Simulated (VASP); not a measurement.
# MgO (Fm-3m) in VASP: single point with PBE

Aim: the single point of MgO with PBE.

Everything below comes from runs of VASP 6.6.1. Logs are shortened: lines on timing, memory, paths and dates and some standing lists are left out, and cuts for length are marked.

### 1 The cell of the first run

It takes space group Fm-3m (No. 225, cubic). Conventional cell: a = 4.241 Å, b = 4.241 Å, c = 4.241 Å, α = 90.00°, β = 90.00°, γ = 90.00°. Within 2.8 Å of Mg (site symmetry m-3m) lie 6 O at 2.12 Å. Within 2.8 Å of O (site symmetry m-3m) lie 6 Mg at 2.12 Å.

### 2 Single point, PBE

INCAR

```
SYSTEM = MgO
  PREC = Accurate
  ENCUT = 840
  EDIFF = 1E-6
  ISMEAR = -5
  SIGMA = 0.1
  LREAL = .False.
  LASPH = .True.
  NELM = 120
  ALGO = Normal
  ISIF = 2
  LWAVE = .False.
  LCHARG = .False.
  GGA = PE
  NBANDS = 15
  GGA_COMPAT = .False.
```

KPOINTS

```
regular mesh
0
Gamma
  8 8 8
  0 0 0
```

POSCAR

```
MgO
1.0
    0.0000000000      2.1205000000      2.1205000000
    2.1205000000      0.0000000000      2.1205000000
    2.1205000000      2.1205000000      0.0000000000
Mg O
1 1
Direct
    0.0000000000      0.0000000000      0.0000000000
    0.5000000000      0.5000000000      0.5000000000
```

Potentials or basis: VASP PAW PBE potentials, release 64 (Mg_sv, O).

Run with:

```sh
> cat potpaw_PBE.64/Mg_sv/POTCAR potpaw_PBE.64/O/POTCAR > POTCAR
> mpirun -np 1 vasp_std > vasp.out
```

OUTCAR:

```text
SYSTEM = MgO
   PREC = Accurate
   ENCUT = 840
   EDIFF = 1E-6
   ISMEAR = -5
   LREAL = .False.
   LASPH = .True.
   NELM = 120
   ISIF = 2
   GGA = PE

 ion  position               nearest neighbor table
   1  0.000  0.000  0.000-   2 2.12   2 2.12   2 2.12   2 2.12   2 2.12   2 2.12
   2  0.500  0.500  0.500-   1 2.12   1 2.12   1 2.12   1 2.12   1 2.12   1 2.12

  LATTYP: Found a face centered cubic cell.
 ALAT       =     4.2410000000

  Lattice vectors:

 A1 = (   0.0000000000,   2.1205000000,   2.1205000000)
 A2 = (   2.1205000000,   0.0000000000,   2.1205000000)
 A3 = (   2.1205000000,   2.1205000000,   0.0000000000)

Analysis of symmetry for initial positions (statically):
=====================================================================
 Subroutine PRICEL returns:
 Original cell was already a primitive cell.

 Routine SETGRP: Setting up the symmetry group for a
 face centered cubic supercell.

 Subroutine GETGRP returns: Found 48 space group operations
 (whereof 48 operations were pure point group operations)
 out of a pool of 48 trial point group operations.

The static configuration has the point symmetry O_h .

Analysis of symmetry for dynamics (positions and initial velocities):
=====================================================================
 Subroutine PRICEL returns:
 Original cell was already a primitive cell.

 Routine SETGRP: Setting up the symmetry group for a
 face centered cubic supercell.

 Subroutine GETGRP returns: Found 48 space group operations
 (whereof 48 operations were pure point group operations)
 out of a pool of 48 trial point group operations.

The dynamic configuration has the point symmetry O_h .

 Subroutine INISYM returns: Found 48 space group operations
 (whereof 48 operations are pure point group operations),
 and found     1 'primitive' translations

----------------------------------------------------------------------------------------

                                     Primitive cell

  volume of cell :      19.0697

  direct lattice vectors                    reciprocal lattice vectors
     0.000000000  2.120500000  2.120500000    -0.235793445  0.235793445  0.235793445
     2.120500000  0.000000000  2.120500000     0.235793445 -0.235793445  0.235793445
     2.120500000  2.120500000  0.000000000     0.235793445  0.235793445 -0.235793445

  length of vectors
     2.998839859  2.998839859  2.998839859     0.408406227  0.408406227  0.408406227

  position of ions in fractional coordinates (direct lattice)
     0.000000000  0.000000000  0.000000000
     0.500000000  0.500000000  0.500000000

  ion indices of the primitive-cell ions
   primitive index   ion index
                 1           1
                 2           2

----------------------------------------------------------------------------------------

 KPOINTS: regular mesh

Automatic generation of k-mesh.
 Grid dimensions read from file:
 generate k-points for:    8    8    8

 Generating k-lattice:

  Cartesian coordinates                     Fractional coordinates (reciprocal lattice)
    -0.029474181  0.029474181  0.029474181     0.125000000  0.000000000  0.000000000
     0.029474181 -0.029474181  0.029474181     0.000000000  0.125000000  0.000000000
     0.029474181  0.029474181 -0.029474181     0.000000000  0.000000000  0.125000000

  Length of vectors
     0.051050778  0.051050778  0.051050778

  Shift w.r.t. Gamma in fractional coordinates (k-lattice)
     0.000000000  0.000000000  0.000000000

 TETIRR: Found     76 inequivalent tetrahedra from     3072

 Subroutine IBZKPT returns following result:
 ===========================================

 Found     29 irreducible k-points:

 Following reciprocal coordinates:
            Coordinates               Weight
  0.000000  0.000000  0.000000      1.000000
  0.125000  0.000000  0.000000      8.000000
  0.250000  0.000000  0.000000      8.000000
  0.375000  0.000000  0.000000      8.000000
  0.500000  0.000000  0.000000      4.000000
  0.125000  0.125000  0.000000      6.000000
[... 16 lines left out ...]
  0.500000  0.250000  0.125000     48.000000
 -0.375000  0.250000  0.125000     24.000000
 [... further k-points ...]
   k-points           NKPTS =     29   k-points in BZ     NKDIM =     29   number of bands    NBANDS=     15
   number of dos      NEDOS =    301   number of ions     NIONS =      2
   total plane-waves  NPLWV =  21952
   dimension x,y,z NGX =    28 NGY =   28 NGZ =   28
   dimension x,y,z NGXF=    56 NGYF=   56 NGZF=   56
   ions per type =               1   1
   NGX,Y,Z   is equivalent  to a cutoff of  15.52, 15.52, 15.52 a.u.
   NGXF,Y,Z  is equivalent  to a cutoff of  31.04, 31.04, 31.04 a.u.
 SYSTEM =  MgO
   PREC   = accura    normal or accurate (medium, high low for compatibility)
   ISTART =      0    job   : 0-new  1-cont  2-samecut
   ICHARG =      2    charge: 1-file 2-atom 10-const
   ISPIN  =      1    spin polarized calculation?
   LNONCOLLINEAR =      F non collinear calculations
   LSORBIT =      F    spin-orbit coupling
   LASPH  =      T    aspherical Exc in radial PAW
   ENCUT  =  840.0 eV  61.74 Ry    7.86 a.u.   7.09  7.09  7.09*2*pi/ulx,y,z
   NELM   =    120;   NELMIN=  2; NELMDL= -5     # of ELM steps
   EDIFF  = 0.1E-05   stopping-criterion for ELM
   LREAL  =      F    real-space projection
   EDIFFG = 0.1E-04   stopping-criterion for IOM
   NSW    =      0    number of steps for IOM
   IBRION =     -1    ionic relax: 0-MD 1-quasi-New 2-CG
   NFREE  =      0    steps in history (QN), initial steepest desc. (CG)
   ISIF   =      2    stress and relaxation
   ISYM   =      2    0-nonsym 1-usesym 2-fastsym
   POTIM  = 0.5000    time-step for ionic-motion
   TEBEG  =    0.0;   TEEND  =   0.0 temperature during run
   PSTRESS=    0.0 pullay stress
   NELECT =      16.0000    total number of electrons
   NUPDOWN=      -1.0000    fix difference up-down
   EMIN   =  10.00;   EMAX   =-10.00  energy-range for DOS
   EFERMI =   0.00;   METHOD = LEGACY
   ISMEAR =    -5;   SIGMA  =   0.10  broadening in eV -4-tet -1-fermi 0-gaus
   EFERMI_NEDOS =   21; number of points for ismear=-14 and -15
   IALGO  =     38    algorithm
   IMIX   =      4    mixing-type and parameters
     AMIX     =   0.40;   BMIX     =  1.00
     AMIX_MAG =   1.60;   BMIX_MAG =  1.00
  volume/ion in A,a.u.               =       9.53        64.34
  Fermi-wavevector in a.u.,A,eV,Ry     =   1.544068  2.917866 32.438294  2.384147
  Thomas-Fermi vector in A             =   2.649642
   LORBIT       =      0    0 simple, 1 ext, 2 COOP (PROOUT), +10 PAW based schemes
   GGA     = PE    functional components
   LHFCALC =     F    Hartree Fock is set to
   AEXX    =    0.0000 exact exchange contribution
   IVDW    =     0    specifies the selected vdW correction
   LEPSILON=     F    determine dielectric tensor
   LRPA    =     F    only Hartree local field effects (RPA)
 non-spin polarized calculation
 Fermi weights with tetrahedron method with Bloechl corrections
  energy-cutoff  :      840.00
  volume of cell :       19.07
 maximum number of plane-waves:      1067
   NGX = 15   NGY = 15   NGZ = 15

 number of electron      15.9999996 magnetization

 Free energy of the ion-electron system (eV)
  ---------------------------------------------------
  ext. energy  EPLUGINS =         0.00000000
  ---------------------------------------------------
  free energy    TOTEN  =       -11.88345053 eV

  energy without entropy =      -11.88345053  energy(sigma->0) =      -11.88345053

 E-fermi :   2.7720     XC(G=0): -11.2881

 val. band max:        2.7694494590   @ k =   0.0000   0.0000   0.0000
 cond. band min:       7.3124131957   @ k =   0.0000   0.0000   0.0000
 fundamental gap:      4.5429637367
 Fermi energy:         2.7720369082

 k-point     1 :       0.0000    0.0000    0.0000
  band No.  band energies     occupation
      1     -69.5705      2.00000
      2     -36.2976      2.00000
      3     -36.2976      2.00000
      4     -36.2976      2.00000
      5     -14.3758      2.00000
      6       2.7694      2.00000
      7       2.7694      2.00000
      8       2.7694      2.00000
      9       7.3124      0.00000
     10      18.4585      0.00000
     11      18.4585      0.00000
     12      18.4585      0.00000
     13      22.3174      0.00000
     14      24.0752      0.00000
     15      24.0752      0.00000

 k-point     2 :       0.1250    0.0000    0.0000
  band No.  band energies     occupation
      1     -69.5690      2.00000
      2     -36.3092      2.00000
      3     -36.2987      2.00000
      4     -36.2987      2.00000
      5     -14.2142      2.00000
      6       1.8249      2.00000
      7       2.6698      2.00000
      8       2.6698      2.00000
      9       8.2280      0.00000
     10      16.7859      0.00000
     11      18.8057      0.00000
     12      18.8057      0.00000
     13      23.0860      0.00000
     14      23.0860      0.00000
     15      24.4202      0.00000

 k-point     3 :       0.2500    0.0000    0.0000
  band No.  band energies     occupation
      1     -69.5665      2.00000
      2     -36.3376      2.00000
      3     -36.3017      2.00000
      4     -36.3016      2.00000
      5     -13.7964      2.00000
      6       0.1539      2.00000
      7       2.4399      2.00000
      8       2.4399      2.00000
      9       9.6823      0.00000
     10      15.2200      0.00000
     11      19.2650      0.00000
     12      19.2650      0.00000
     13      22.6956      0.00000
     14      22.6956      0.00000
     15      24.4798      0.00000
[... 343 lines left out ...]
 k-point    23 :       0.5000    0.2500    0.1250
  band No.  band energies     occupation
      1     -69.5622      2.00000
      2     -36.3580      2.00000
      3     -36.3233      2.00000
      4     -36.3100      2.00000
      5     -13.1435      2.00000
      6      -0.8583      2.00000
      7       1.0919      2.00000
      8       1.9275      2.00000
      9      12.0989      0.00000
     10      14.2856      0.00000
     11      16.4956      0.00000
     12      19.6852      0.00000
     13      22.2404      0.00000
     14      24.9210      0.00000
     15      28.4915      0.00000

 k-point    24 :      -0.3750    0.2500    0.1250
  band No.  band energies     occupation
      1     -69.5613      2.00000
      2     -36.3645      2.00000
      3     -36.3253      2.00000
      4     -36.3124      2.00000
      5     -12.9835      2.00000
      6      -1.1393      2.00000
      7       0.8893      2.00000
      8       1.8110      2.00000
      9      12.3034      0.00000
     10      14.7787      0.00000
     11      16.0746      0.00000
     12      19.4391      0.00000
     13      23.0641      0.00000
     14      24.5889      0.00000
     15      28.6343      0.00000

 [... further k-points ...]

------------------------ aborting loop because EDIFF is reached ----------------------------------------

  FORCE on cell =-STRESS in cart. coord.  units (eV):
  Direction    XX          YY          ZZ          XY          YZ          ZX
  --------------------------------------------------------------------------------------
  -------------------------------------------------------------------------------------
  Total        0.1702432      0.1702432      0.1702432      0.0000000     -0.0000000     -0.0000000
  in kB       14.3032803     14.3032803     14.3032803      0.0000000     -0.0000000     -0.0000000
  external PRESSURE =      14.3032803 kB  Pullay stress =       0.0000000 kB

 VOLUME and BASIS-vectors are now :
 -----------------------------------------------------------------------------
  energy-cutoff  :      840.00
  volume of cell :       19.07
      direct lattice vectors                 reciprocal lattice vectors
     0.000000000  2.120500000  2.120500000    -0.235793445  0.235793445  0.235793445
     2.120500000  0.000000000  2.120500000     0.235793445 -0.235793445  0.235793445
     2.120500000  2.120500000  0.000000000     0.235793445  0.235793445 -0.235793445

 POSITION                                       TOTAL-FORCE (eV/Angst)
 -----------------------------------------------------------------------------------
      0.00000      0.00000      0.00000        -0.000000      0.000000     -0.000000
      2.12050      2.12050      2.12050         0.000000     -0.000000      0.000000
 -----------------------------------------------------------------------------------
    total drift:                                0.000000      0.000000      0.000000

  FREE ENERGIE OF THE ION-ELECTRON SYSTEM (eV)
  ---------------------------------------------------
  free  energy   TOTEN  =       -11.8834505258 eV

  energy  without entropy=      -11.8834505258  energy(sigma->0) =      -11.88345053
```

Wall time 18 s (1 thread of AMD EPYC 7R43 (Zen 3), shared host); peak memory 0.12 GiB.

Results:

```
Free energy            : -11.8835 eV
Pressure               : 1.4 GPa
Band gap on the k mesh : 4.54 eV
```

PBE gaps usually lie below the measured ones, often by a third to a half.
